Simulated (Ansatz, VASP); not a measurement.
## Two plane-wave programs on HCl

Contents of INCAR:

```
SYSTEM = HCl
PREC = Accurate
ENCUT = 520
EDIFF = 1E-6
ISMEAR = 0
SIGMA = 0.15
LREAL = .FALSE.
LASPH = .TRUE.
NELM = 80
ALGO = Normal
ISIF = 2
LWAVE = .FALSE.
LCHARG = .TRUE.
GGA = PS
LELF = .TRUE.
LVHAR = .TRUE.
NBANDS = 11
```

KPOINTS

```
regular mesh
0
G
  16 16 16
  0 0 0
```

POSCAR

```
HCl
1.0
    1.0703963061      3.3641026762      3.3641026762
    3.3641026762      1.0703963061      3.3641026762
    3.3641026762      3.3641026762      1.0703963061
H Cl
1 1
Direct
    0.0000000000      0.0000000000      0.0000000000
    0.5000000000      0.5000000000      0.5000000000
```

Input for Ansatz:

```yaml
crystal:
  lattice:
    - [1.0703963061, 3.3641026762, 3.3641026762]
    - [3.3641026762, 1.0703963061, 3.3641026762]
    - [3.3641026762, 3.3641026762, 1.0703963061]
  atoms:
    - { symbol: H, position: [0.0, 0.0, 0.0] }
    - { symbol: Cl, position: [0.5, 0.5, 0.5] }
basis:
  ecutwfc: 420
kpoints:
  mp_grid: { grid: [16, 16, 16] }
hamiltonian:
  xc: pbesol
scf:
  occupations: { method: gaussian, width: 0.15 }
output:
  forces: true
  stress: true
  eigenvalues: true
```

Alike in both runs: task single point; functional PBEsol; k mesh 16 × 16 × 16; occupations gaussian, width 0.15 eV; no spin polarisation.

|  | VASP | Ansatz |
| --- | --- | --- |
| version | VASP 6.6.1 | Ansatz 0.2.0 |
| potentials or method | VASP PAW PBE potentials, release 64 (H, Cl), cutoff 520 eV | scalar-relativistic, plane waves, PAW |
| valence electrons in the cell | 8 | 8 |

```tsv
	VASP	Ansatz	Ansatz less VASP
gap on the k mesh at the Fermi level (eV)	none	none	-
pressure (GPa)	-7.4	-7.4	+0.06
traceless stress, the component that is largest in VASP (GPa)	-3.40	-3.39	+0.003
```

VASP's potentials were made for PBE, not for PBEsol. A gap of «none» marks a metal or a gap that the smearing closes. The functional is the same, so the differences come from potentials, cutoffs and numerics.
